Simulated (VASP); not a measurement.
## Ni: single point with LDA

The system is Ni.

```
Ni
1.0
     0.00000    1.74209    1.84054
     1.55375    0.00000    1.84054
     1.55375    1.74209    0.00000
Ni
1
Cartesian
  0.0000 0.0000 0.0000
```

This cell differs from its parent crystal: strain +e along x and -e along y -0.0550, strain +e along z and -e/2 along x and y +0.0750.

```yaml
Program: VASP 6.6.1
Task: single point
Functional: LDA
Potentials_or_basis: VASP PAW LDA potentials, release 64 (Ni)
Cutoff: 520 eV
k_mesh: 22 × 22 × 22
Occupations: gaussian, width 0.15 eV
Spin: collinear spin, ferromagnetic start
Starting_moments: "[0.7] μB"
```

```
Pressure                                              : 2.8 GPa
Net moment                                            : 0.52 μB per cell
Site moments                                          : Ni +0.52 μB
Valence electrons inside the program's atomic spheres : Ni 9.49
```

Stress tensor (GPa, compression positive):
```
10.54  0.00  0.00
 0.00  5.28  0.00
 0.00  0.00 -7.37
```

Levels at points of the mesh, in eV from the Fermi level:
Spin up:
```
           k point  band 3  band 4  band 5  band 6  band 7  band 8
(0.00, 0.00, 0.00)   -2.47   -1.81   -1.79   -0.76   25.05   27.99
(0.50, 0.00, 0.00)   -1.90   -0.59   -0.28   -0.17    6.59   21.33
(0.50, 0.50, 0.00)   -0.42   -0.38   -0.08    0.87    8.16   17.67
(0.50, 0.00, 0.50)   -0.59   -0.50    0.11    2.09    9.61   16.38
(0.00, 0.50, 0.50)   -0.37   -0.35   -0.01    5.23   12.92   13.33
```
Spin down:
| k point | band 2 | band 3 | band 4 | band 5 | band 6 | band 7 | band 8 | band 9 |
| --- | --- | --- | --- | --- | --- | --- | --- | --- |
| (0.00, 0.00, 0.00) | -2.40 | -1.92 | -1.29 | -1.29 | -0.27 | 25.05 | 27.99 | 28.85 |
| (0.50, 0.00, 0.00) | -2.55 | -1.42 | -0.25 | -0.04 | 0.41 | 6.92 | 21.36 | 24.55 |
| (0.50, 0.50, 0.00) | -3.93 | 0.13 | 0.15 | 0.55 | 0.92 | 8.44 | 17.72 | 18.14 |
| (0.50, 0.00, 0.50) | -3.85 | -0.02 | 0.00 | 0.74 | 2.14 | 9.88 | 16.43 | 16.83 |
| (0.00, 0.50, 0.50) | -4.21 | 0.17 | 0.27 | 0.61 | 5.29 | 13.14 | 13.40 | 13.41 |

It took 4.5 min on 1 thread of Intel(R) Xeon(R) 6975P-C (Granite Rapids) (shared host), peak memory 0.42 GiB.

Caveat: the cell differs from its parent crystal (strain +e along x and -e along y -0.0550, strain +e along z and -e/2 along x and y +0.0750); the stress differs along the axes, from -7 to 11 GPa.
